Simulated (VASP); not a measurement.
Input of a VASP 6.6.1 run:

Contents of INCAR:

```
ALGO = Normal ; EDIFF = 1E-7
ENCUT = 520 ; ISIF = 2
ISMEAR = -1 ; LASPH = True
LCHARG = True ; LELF = True
LREAL = False ; LVHAR = True
LWAVE = False ; NBANDS = 8
NELM = 80 ; PREC = Accurate
SIGMA = 0.1
```

Contents of KPOINTS:

```
k-points
0
Gamma
  12 12 12
```

POSCAR

```
Al
1.0
    0.0000000000      2.0514502267      2.0514502267
    2.0514502267      0.0000000000      2.0514502267
    2.0514502267      2.0514502267      0.0000000000
Al
1
Direct
    0.0000000000      0.0000000000      0.0000000000
```

Potentials or basis: VASP PAW LDA potentials, release 64 (Al).

Command:

```console
$ cat potpaw_LDA.64/Al/POTCAR > POTCAR
$ mpirun -np 1 vasp_std > vasp.out
```

(1) What does it give for the pressure?

## Answers

(1) -6.0 GPa.
